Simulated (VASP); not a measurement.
A run of VASP 6.6.1:

The input INCAR:

```
PREC     = Accurate       # precision mode
ENCUT    = 520            # plane-wave cutoff, eV
EDIFF    = 1E-6           # SCF threshold, eV
ISMEAR   = 0              # smearing method
SIGMA    = 0.02           # smearing width, eV
LREAL    = False          # projectors in reciprocal space
LASPH    = True           # aspherical terms in the spheres
NELM     = 80             # most SCF steps
ALGO     = Normal         # electronic algorithm
ISIF     = 2              # what is computed and relaxed
LWAVE    = False          # write WAVECAR
LCHARG   = False          # write CHGCAR
GGA      = PE             # functional
NBANDS   = 27             # bands
```

Contents of KPOINTS:

```
Automatic mesh
0
Gamma
  6 6 6
```

POSCAR

```
BaHfO3
1.0
    4.2292749965      0.0000000000      0.0000000000
    0.0000000000      4.0242573969      0.0000000000
    0.0000000000      0.0000000000      3.9347086507
Ba Hf O
1 1 3
Direct
    0.5000000000      0.5000000000      0.9716348524
    0.0000000000      0.0000000000      0.4664351148
    0.0000000000      0.5000000000      0.5296859821
    0.5000000000      0.0000000000      0.5115816548
    0.0000000000      0.0000000000      1.0106841860
```

Potentials or basis: VASP PAW PBE potentials, release 64 (Ba_sv, Hf_pv, O).

The run is started by

```bash
$ cat potpaw_PBE.64/Ba_sv/POTCAR potpaw_PBE.64/Hf_pv/POTCAR potpaw_PBE.64/O/POTCAR > POTCAR
$ mpirun -np 1 vasp_std > vasp.out
```

Hardware: 1 thread of Intel(R) Xeon(R) 6975P-C (Granite Rapids) (shared host).

Q: How long does it take, and how much memory?

A: Wall time 34 s on 1 thread of Intel(R) Xeon(R) 6975P-C (Granite Rapids) (shared host), peak memory 0.25 GiB. Counts: scf iterations 14, k points 64.
